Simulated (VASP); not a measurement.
The system is BP.

```
B P
1.0
     2.26900    2.26900    0.00000
    -2.26900    2.26900    0.00000
     0.00000    2.26900    2.26900
B P
1 1
Direct
  0.00000 0.00000 0.00000
  0.75000 0.25000 0.50000
```

```yaml
Program: VASP 6.6.1
Task: relaxation of cell and atoms
Functional: LDA
Potentials_or_basis: VASP PAW LDA potentials, release 64 (B, P)
Cutoff: 600 eV
k_mesh: 12 × 12 × 12
Occupations: fermi-dirac, width 0.1 eV
Spin: no spin polarisation
```

At the start: pressure -5.3 GPa; volume 11.68 Å³/atom.

Where does the relaxation end?

Over 3 steps the energy falls by 6.3 meV/atom and the volume is 11.31 Å³/atom (-3.2 %); space group F-43m (No. 216, to 0.05 Å).

The path:
```tsv
step	energy change (eV)	largest force (eV/Å)	pressure (GPa)	volume (Å³)
1	0.0000	0.0000	-5.32	23.36
2	-0.0051	0.0000	4.50	22.08
3	-0.0126	0.0000	-0.02	22.63
```

Final structure:
```cif
data_structure
_symmetry_space_group_name_H-M 'P 1'
_symmetry_Int_Tables_number 1
_cell_length_a 3.1747
_cell_length_b 3.1747
_cell_length_c 3.1747
_cell_angle_alpha 60.000
_cell_angle_beta 60.000
_cell_angle_gamma 90.000
_cell_volume 22.63
loop_
_atom_site_label
_atom_site_type_symbol
_atom_site_fract_x
_atom_site_fract_y
_atom_site_fract_z
_atom_site_occupancy
B1 B 0.00000 0.00000 0.00000 1
P1 P 0.75000 0.25000 0.50000 1
```
